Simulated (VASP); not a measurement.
Wanted: the native input for a VASP 6.6.1 run.

```yaml
Task: single point
Functional: LDA
Potentials_or_basis: VASP PAW LDA potentials, release 64 (Ga_d, N_h)
Cutoff: 910 eV
k_mesh: 8 × 8 × 8
Occupations: gaussian, width 0.01 eV
Spin: no spin polarisation
Dipole_correction: no
Second_run: hard_potentials
Further_INCAR_settings: ALGO = Normal; EDIFF = 1e-06; NBANDS = 16
```

The structure of GaN lies in POSCAR:

```
GaN
1.0
    0.0000000000      2.2535000000      2.2535000000
    2.2535000000      0.0000000000      2.2535000000
    2.2535000000      2.2535000000      0.0000000000
Ga N
1 1
Direct
    0.0000000000      0.0000000000      0.0000000000
    0.7500000000      0.7500000000      0.7500000000
```

One way to write it, as run:

INCAR

```
PREC = Accurate
ENCUT = 910
EDIFF = 1E-6
ISMEAR = 0
SIGMA = 0.01
LREAL = False
LASPH = True
NELM = 120
ALGO = Normal
ISIF = 2
LWAVE = False
LCHARG = False
NBANDS = 16
GGA_COMPAT = False
```

KPOINTS

```
Automatic mesh
0
Gamma
  8 8 8
```

Potentials or basis: VASP PAW LDA potentials, release 64 (Ga_d, N_h).

Run with:

```sh
$ cat potpaw_LDA.64/Ga_d/POTCAR potpaw_LDA.64/N_h/POTCAR > POTCAR
$ mpirun -np 1 vasp_std > vasp.out
```

Results of the run:

```json
{"Pressure": "-5.7 GPa", "Band gap on the k mesh": "1.75 eV, direct"}
```

Caveat: the cutoff is under 1.25 times the usual one of these potentials, so pressure, stress and relaxed cells hold a basis-set (Pulay) error.

It took 20 s on 1 thread of AMD EPYC 7R13 Processor (Zen 3), on a shared host, peak memory 0.14 GiB.
